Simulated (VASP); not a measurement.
Ni, 1 atom in the cell. The structure is cubic, space group Im-3m (No. 229). Conventional cell: a = 2.767 Å, b = 2.767 Å, c = 2.767 Å, α = 90.00°, β = 90.00°, γ = 90.00°. Within 3.2 Å of Ni (site symmetry m-3m) lie 14 Ni at 2.40 to 2.77 Å. 

```yaml
Program: VASP 6.6.1
Task: relaxation of cell and atoms
Functional: PBEsol
Potentials_or_basis: VASP PAW PBE potentials, release 64 (Ni)
Cutoff: 600 eV
k_mesh: 13 × 13 × 13
Occupations: fermi-dirac, width 0.05 eV
Spin: collinear spin, ferromagnetic start
Starting_moments: "[1.0] μB"
Target_pressure: 30 GPa
Dipole_correction: no
Further_INCAR_settings: ALGO = Normal; EDIFF = 1e-06; IBRION = 2; EDIFFG = -0.01; NSW = 80; ISIF = 3
```

Potentials or basis: VASP PAW PBE potentials, release 64 (Ni).

Command:

```console
$ cat potpaw_PBE.64/Ni/POTCAR > POTCAR
$ mpirun -np 1 vasp_std > vasp.out
```

Hardware: 1 thread of Intel(R) Xeon(R) Platinum 8488C (Sapphire Rapids) (shared host).

Q: Estimate the wall time of this run.

A: Run time: 70 s on 1 thread of Intel(R) Xeon(R) Platinum 8488C (Sapphire Rapids), with other jobs on the host, peak memory 0.15 GiB. Counts: scf iterations 52, k points 84, ion steps 7.
